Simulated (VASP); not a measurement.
Runs of VASP 6.6.1 on CoSi3. The structure is that of space group Fm-3m (No. 225), or close to it. The cells are those of the table. 

```tsv
level	spin	fixed moment (μB)	cell	gap on the mesh (eV)	pressure (GPa)	moment (μB)
PBE	collinear, ferromagnetic start	2.62	a = 4.170 Å, angles 60.0°, 4 atoms	-	3.5	2.62
PBE	collinear, ferromagnetic start	0.75	a = 4.170 Å, angles 60.0°, 4 atoms	-	(a)	0.75
PBE	collinear, ferromagnetic start	2.25	a = 4.170 Å, angles 60.0°, 4 atoms	-	(d)	2.25
PBE	collinear, ferromagnetic start	-	a = 4.224 Å, angles 60.0°, 4 atoms	none	-4.8	0.16
PBE	collinear, zero start	0.0	a = 4.170 Å, angles 60.0°, 4 atoms	-	-0.1	0.00
PBE	collinear, ferromagnetic start	-	a = 4.304 Å, angles 60.0°, 4 atoms	none	-10.2	0.11
PBE	collinear, ferromagnetic start	1.5	a = 4.170 Å, angles 60.0°, 4 atoms	-	0.7	1.50
r2SCAN	collinear, ferromagnetic start	-	a = 4.170 Å, angles 60.0°, 4 atoms	none	(c)	(b)
PBE	collinear, ferromagnetic start	1.88	a = 4.170 Å, angles 60.0°, 4 atoms	-	1.3	1.88
PBE	collinear, ferromagnetic start	3.0	a = 4.170 Å, angles 60.0°, 4 atoms	-	4.8	3.00
PBE	off	-	a = 4.170 Å, angles 60.0°, 4 atoms	none	-0.1	-
PBE	collinear, ferromagnetic start	1.12	a = 4.170 Å, angles 60.0°, 4 atoms	-	0.2	1.12
```

Alike in all rows: task single point; potentials or basis VASP PAW PBE potentials, release 64 (Si, Co); k mesh 12 × 12 × 12; cutoff (eV) 520; smearing gaussian 0.1 eV.

Problem. Fill in the values left out.

Solution. (a) -0.2; (b) 0.68; (c) -5.1; (d) 2.2.

Caveats: the total moment is fixed, so each spin has its own Fermi level (some runs); the PAW data sets were made with another functional, which shifts forces and pressure a little (some runs).

A gap of «none» marks levels without a gap at the run's occupations.
